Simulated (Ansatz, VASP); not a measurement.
Two plane-wave programs on K

```
K
1.0
     0.00000    4.51709    4.51709
     4.51709    0.00000    4.51709
     4.51709    4.51709    0.00000
K
2
Cartesian
  1.1293 1.1293 1.1293
  7.9049 7.9049 7.9049
```

Alike in both runs: task single point; functional PBEsol; k mesh 7 × 7 × 7; occupations fermi-dirac, width 0.1 eV; no spin polarisation.

|  | VASP | Ansatz |
| --- | --- | --- |
| version | VASP 6.6.1 | Ansatz 0.2.0 |
| potentials or method | VASP PAW PBE potentials, release 64 (K_sv), cutoff 520 eV | plane waves (420 eV) with PAW, scalar-relativistic |
| valence electrons in the cell | 18 | 18 |

|  | VASP | Ansatz | Ansatz less VASP |
| --- | --- | --- | --- |
| pressure (GPa) | 0.2 | 0.2 | +0.01 |

VASP's potentials were made for PBE, not for PBEsol, and Ansatz warns of the same on its side.
